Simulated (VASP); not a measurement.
Here is a VASP 6.6.1 calculation.

File INCAR:

```
PREC     = Accurate       # precision mode
ENCUT    = 520            # plane-wave cutoff, eV
EDIFF    = 1E-6           # SCF threshold, eV
ISMEAR   = 1              # smearing method
SIGMA    = 0.1            # smearing width, eV
LREAL    = F              # projectors in reciprocal space
LASPH    = T              # aspherical terms in the spheres
NELM     = 60             # most SCF steps
ALGO     = Normal         # electronic algorithm
ISIF     = 2              # what is computed and relaxed
LWAVE    = F              # write WAVECAR
LCHARG   = F              # write CHGCAR
GGA      = CA             # functional
NBANDS   = 34             # bands
```

File KPOINTS:

```
regular mesh
0
Gamma
  6 6 6
```

The input POSCAR:

```
Mo3Pt
1.0
    3.9739840000      0.0000000000      0.0000000000
    0.0000000000      3.9739840000      0.0000000000
    0.0000000000      0.0000000000      3.9739840000
Mo Pt
3 1
Direct
    0.0000000000      0.5000000000      0.5000000000
    0.5000000000      0.0000000000      0.5000000000
    0.5000000000      0.5000000000      0.0000000000
    0.0000000000      0.0000000000      0.0000000000
```

Potentials or basis: VASP PAW LDA potentials, release 64 (Mo_sv, Pt).

Command:

```console
$ cat potpaw_LDA.64/Mo_sv/POTCAR potpaw_LDA.64/Pt/POTCAR > POTCAR
$ mpirun -np 1 vasp_std > vasp.out
```

(1) Estimate the pressure.

(2) Estimate the band gap on the k mesh.

Results:

(1) -13.8 GPa.

(2) zero (band 26 reaches 14.47 eV, above the bottom of band 27 at 11.10 eV).

Caveat: spin-orbit coupling is left out, which moves the levels of the heavy elements.
